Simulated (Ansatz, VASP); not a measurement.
One calculation of WS2, two programs

The input INCAR:

```
PREC = Accurate ; ENCUT = 520
EDIFF = 1E-6 ; ISMEAR = 0
SIGMA = 0.01 ; LREAL = F
LASPH = T ; NELM = 100
ALGO = Normal ; ISIF = 2
LWAVE = F ; LCHARG = F
GGA = PE ; NBANDS = 20
```

KPOINTS

```
Automatic mesh
0
Gamma
  10 10 10
```

POSCAR

```
WS2
1.0
    1.5858866930      0.9156121092      6.2374696033
   -1.5858866930      0.9156121092      6.2374696033
    0.0000000000     -1.8312242183      6.2374696033
W S
1 2
Direct
   -0.0000115684     -0.0000115684     -0.0000115684
    0.4167981707      0.4167981707      0.4167981707
    0.2498800644      0.2498800644      0.2498800644
```

Input for Ansatz:

```yaml
crystal:
  lattice:
    - [1.585886693, 0.9156121092, 6.2374696033]
    - [-1.585886693, 0.9156121092, 6.2374696033]
    - [0.0, -1.8312242183, 6.2374696033]
  atoms:
    - { symbol: W, position: [-1.15684e-05, -1.15684e-05, -1.15684e-05] }
    - { symbol: S, position: [0.4167981707, 0.4167981707, 0.4167981707] }
    - { symbol: S, position: [0.2498800644, 0.2498800644, 0.2498800644] }
kpoints:
  mp_grid: { grid: [10, 10, 10] }
  band_path:
    path:
      - [0.0, 0.0, 0.0]
      - [-0.5, -0.5, -0.5]
      - [-0.5, -0.1810319737, -0.8189680263]
      - [-0.1810319737, 0.1810319737, -0.5]
      - [0.0, 0.0, -0.5]
      - [0.0, 0.3405159868, -0.3405159868]
      - [-0.3405159868, 0.0, -0.6594840132]
      - [-0.5, 0.0, -0.5]
      - [0.0, 0.174479, -0.177083]
      - [-0.1629287763, 0.1629287763, -0.5]
    npoints: 1
hamiltonian:
  xc: pbe
scf:
  occupations: { method: fixed }
  n_extra_bands: 4
output:
  forces: true
  stress: true
  eigenvalues: true
```

Alike in both runs: task single point; functional PBE; k mesh 10 × 10 × 10; no spin polarisation.

```csv
,VASP,Ansatz
version,VASP 6.6.1,Ansatz 0.2.0
potentials or method,"VASP PAW PBE potentials, release 64 (W_sv, S)","plane waves, PAW"
plane-wave cutoff (eV),520,420
occupations,"gaussian, width 0.01 eV",fixed
valence electrons in the cell,26,26
```

|  | VASP | Ansatz | Ansatz less VASP |
| --- | --- | --- | --- |
| gap on the k mesh at the Fermi level (eV) | 1.14 | 1.13 | -0.016 |
| pressure (GPa) | 3.2 | 3.3 | +0.04 |
| traceless stress, the component that is largest in VASP (GPa) | 0.90 | 0.90 | +0.004 |
| rms of the force components (eV/Å) | 0.092 | 0.091 | -0.0010 |

Atom by atom the forces differ by 0.001 eV/Å (rms over components).

Spin-orbit coupling is off throughout.
